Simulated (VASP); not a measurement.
Wanted: the native input for a VASP 6.6.1 run.

```yaml
Task: single point
Functional: PBE
Potentials_or_basis: VASP PAW PBE potentials, release 64 (Ti_sv, Al)
Cutoff: 520 eV
k_mesh: 10 × 10 × 10
Occupations: gaussian, width 0.15 eV
Spin: no spin polarisation
Dipole_correction: no
Further_INCAR_settings: ALGO = Fast; EDIFF = 1e-06; NBANDS = 14
```

The structure of TiAl lies in POSCAR:

```
TiAl
1.0
    3.1863219229      0.0000000000      0.0000000000
    0.0000000000      3.1863219229      0.0000000000
    0.0000000000      0.0000000000      3.1863219229
Ti Al
1 1
Direct
    0.0022751530      0.0052060821     -0.0075078104
    0.4977248470      0.4947939179      0.5075078104
```

This cell differs from its parent crystal: atom 1 moved 0.06 Å.

One way to write it, as run:

INCAR

```
SYSTEM = TiAl
ALGO     = Fast           ! electronic algorithm
EDIFF    = 1E-6           ! SCF threshold, eV
ENCUT    = 520            ! plane-wave cutoff, eV
GGA      = PE             ! functional
ISIF     = 2              ! what is computed and relaxed
ISMEAR   = 0              ! smearing method
LASPH    = .TRUE.         ! aspherical terms in the spheres
LCHARG   = .FALSE.        ! write CHGCAR
LREAL    = .FALSE.        ! projectors in reciprocal space
LWAVE    = .FALSE.        ! write WAVECAR
NBANDS   = 14             ! bands
NELM     = 80             ! most SCF steps
PREC     = Accurate       ! precision mode
SIGMA    = 0.15           ! smearing width, eV
```

KPOINTS

```
k-points
0
G
  10 10 10
  0 0 0
```

Potentials or basis: VASP PAW PBE potentials, release 64 (Ti_sv, Al).

Launch:

```bash
$ cat potpaw_PBE.64/Ti_sv/POTCAR potpaw_PBE.64/Al/POTCAR > POTCAR
$ mpirun -np 1 vasp_std > vasp.out
```

Results of the run:

```
Pressure      : 0.2 GPa
Largest force : 0.372 eV/Å
```

Caveat: the cell differs from its parent crystal (atom 1 moved 0.06 Å).

Run time: 96 s on 1 thread of Intel(R) Xeon(R) 6975P-C (Granite Rapids), with other jobs on the host, peak memory 0.34 GiB.
